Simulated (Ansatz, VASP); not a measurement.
Hf2N: VASP beside Ansatz

```
Hf N
1.0
     5.41705    0.00000    0.00000
     0.00000    5.41705    0.00000
     0.00000    0.00000    3.30044
Hf N
4 2
Direct
  0.29657 0.29657 0.00000
  0.70343 0.70343 0.00000
  0.79657 0.20343 0.50000
  0.20343 0.79657 0.50000
  0.00000 0.00000 0.00000
  0.50000 0.50000 0.50000
```

Alike in both runs: task single point; functional r2SCAN; k mesh 4 × 4 × 6; occupations gaussian, width 0.1 eV; no spin polarisation.

```csv
,VASP,Ansatz
version,VASP 6.6.1,Ansatz 0.2.0
potentials or method,"VASP PAW PBE potentials, release 64 (Hf_pv, N), cutoff 520 eV","scalar-relativistic, plane waves, PAW"
valence electrons in the cell,50,114
```

|  | VASP | Ansatz | Ansatz less VASP |
| --- | --- | --- | --- |
| gap on the k mesh at the Fermi level (eV) | none | none | - |
| pressure (GPa) | -10.5 | -9.1 | +1.44 |
| traceless stress, the component that is largest in VASP (GPa) | -0.49 | -0.39 | +0.106 |
| rms of the force components (eV/Å) | 0.040 | 0.048 | +0.0084 |

VASP's potentials were made for PBE, not for r2SCAN. Atom by atom the forces differ by 0.008 eV/Å (rms over components). A gap of «none» marks a metal or a gap that the smearing closes. The functional is the same, so the differences come from potentials, cutoffs and numerics. VASP's potentials hold 50 valence electrons a cell and Ansatz's 114, so a difference there can come from the potentials and not from the codes.

Neither program's run includes spin-orbit coupling.
